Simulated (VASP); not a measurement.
A run of VASP 6.6.1 is set up as follows.

Contents of POSCAR:

```
N
1.0
    4.1446977664      0.0000000000      0.0000000000
    0.0000000000      4.1446977664      0.0000000000
    0.0000000000      0.0000000000      5.3523139565
N
4
Direct
    0.9067519957      0.9067519957      0.0000000000
    0.5932480043      0.4067519957      0.5000000000
    0.0932480043      0.0932480043      0.0000000000
    0.4067519957      0.5932480043      0.5000000000
```

INCAR.step1

```
PREC = Accurate
ENCUT = 520
ISMEAR = 0
SIGMA = 0.02
LREAL = F
LASPH = T
NELM = 100
NBANDS = 18
GGA = PE
ALGO = Normal
EDIFF = 1E-4
LWAVE = T
LCHARG = F
```

INCAR.step2

```
PREC = Accurate
ENCUT = 520
EDIFF = 1E-6
ISMEAR = 0
SIGMA = 0.02
LREAL = F
LASPH = T
NELM = 100
ALGO = Normal
ISIF = 2
LWAVE = F
LCHARG = T
METAGGA = R2SCAN
LMIXTAU = T
LELF = T
LVHAR = T
NBANDS = 18
ISTART = 1
```

KPOINTS

```
Automatic mesh
0
Gamma
  6 6 4
```

Potentials or basis: VASP PAW PBE potentials, release 64 (N).

Command:

```console
$ cat potpaw_PBE.64/N/POTCAR > POTCAR
$ cp INCAR.step1 INCAR
$ mpirun -np 1 vasp_std > vasp.out
$ cp INCAR.step2 INCAR
$ mpirun -np 1 vasp_std > vasp.out
```

Question: Estimate the band gap on the k mesh.

Answer: 7.78 eV, indirect (least direct gap 7.94 eV).

Question: Estimate the pressure.

Answer: 2.6 GPa.

Question: What does it give for the largest force?

Answer: 2.302 eV/Å.

Forces in eV/Å, atoms in the order of the input:
```
N   -1.628 -1.628  0.000
N    1.628 -1.628  0.000
N    1.628  1.628  0.000
N   -1.628  1.628  0.000
```

Caveat: the standard files for N, O and F lose accuracy on very short bonds; the PAW data sets were made with another functional, which shifts forces and pressure a little. A k mesh can miss the band edges.
